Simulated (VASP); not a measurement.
Set up this calculation in VASP 6.6.1, as the native input.

* Task: single point
* Functional: PBEsol
* Potentials or basis: VASP PAW PBE potentials, release 64 (Ge_d)
* Cutoff: 520 eV
* k mesh: 5 × 5 × 3
* Occupations: methfessel-paxton, width 0.1 eV
* Spin: no spin polarisation
* Dipole correction: no
* Further INCAR settings: ALGO = Normal; EDIFF = 1e-06; NBANDS = 36

The structure of Ge lies in POSCAR:

```
Ge
1.0
    4.0213253631     -0.0587617360      0.0361195992
   -2.0615525812      3.3258483703      0.0135872788
    0.0596302836      0.0603291150      6.3658846881
Ge
4
Direct
    0.6851600000      0.3294500000      0.0906000000
    0.3538500000      0.6855800000      0.5613900000
    0.7000900000      0.3410400000      0.4434100000
    0.3506700000      0.7050200000      0.9347100000
```

These files were run (other wordings do the same):

INCAR

```
ALGO = Normal
EDIFF = 1E-6
ENCUT = 520
GGA = PS
ISIF = 2
ISMEAR = 1
LASPH = T
LCHARG = F
LREAL = F
LWAVE = F
NBANDS = 36
NELM = 60
PREC = Accurate
SIGMA = 0.1
```

KPOINTS

```
k-points
0
Gamma
  5 5 3
```

Potentials or basis: VASP PAW PBE potentials, release 64 (Ge_d).

Run with:

```console
$ cat potpaw_PBE.64/Ge_d/POTCAR > POTCAR
$ mpirun -np 1 vasp_std > vasp.out
```

It gave:

```
Pressure               : 8.5 GPa
Largest force          : 2.979 eV/Å
Band gap on the k mesh : zero (bands 28 and 29 overlap by 0.30 eV)
```

Caveat: the k points lie up to 0.37 Å⁻¹ apart; semilocal functionals underestimate gaps, so a narrow gap can read as zero; the PAW data sets were made with another functional, which shifts forces and pressure a little.

It took 52 s on 1 thread of Intel(R) Xeon(R) 6975P-C (Granite Rapids), with other jobs on the host, peak memory 0.22 GiB.
